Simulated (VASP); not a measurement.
Runs of VASP 6.6.1 on HgTe. The structure is that of space group I-4m2 (No. 119), or close to it. The cells are those of the table. 

```csv
cell,pressure (GPa)
"a = 4.628, b = 4.628, c = 4.695 Å, angles 59.5, 59.5, 61.0°, 2 atoms",-1.1
"a = 4.594, b = 4.594, c = 4.695 Å, angles 59.3, 59.3, 61.5°, 2 atoms",(a)
"a = 4.526, b = 4.526, c = 4.627 Å, angles 59.3, 59.3, 61.5°, 2 atoms",1.4
"a = 4.561, b = 4.561, c = 4.695 Å, angles 59.0, 59.0, 62.0°, 2 atoms",(b)
"a = 4.561, b = 4.561, c = 4.422 Å, angles 61.0, 61.0, 58.0°, 2 atoms",3.0
```

Alike in all rows: task single point; level PBEsol; potentials or basis VASP PAW PBE potentials, release 64 (Hg, Te); no spin polarisation; k mesh 14 × 14 × 14; cutoff (eV) 520; smearing gaussian 0.15 eV.

Fill in the values left out.

(a) -0.5; (b) 0.1.

Caveats: the PAW data sets were made with another functional, which shifts forces and pressure a little; the cell stands under pressure (at least some runs).
